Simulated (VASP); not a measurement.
Input of a VASP 6.6.1 run:

The input INCAR:

```
PREC = Accurate ; ENCUT = 520
EDIFF = 1E-7 ; ISMEAR = 1
SIGMA = 0.1 ; LREAL = F
LASPH = T ; NELM = 100
ALGO = Normal ; ISIF = 2
LWAVE = F ; LCHARG = F
NBANDS = 11
```

Contents of KPOINTS:

```
regular mesh
0
Gamma
  20 20 20
```

POSCAR

```
Pd
1.0
    0.0000000000      1.9189821143      1.9189821143
    1.9189821143      0.0000000000      1.9189821143
    1.9189821143      1.9189821143      0.0000000000
Pd
1
Direct
    0.0000000000      0.0000000000      0.0000000000
```

Potentials or basis: VASP PAW LDA potentials, release 64 (Pd).

Command:

```sh
$ cat potpaw_LDA.64/Pd/POTCAR > POTCAR
$ mpirun -np 1 vasp_std > vasp.out
```

Problem. Predict the pressure.

Solution. 0.3 GPa.

Problem. Estimate the band gap on the k mesh.

Solution. Zero (band 5 reaches 10.66 eV, above the bottom of band 6 at 8.94 eV).
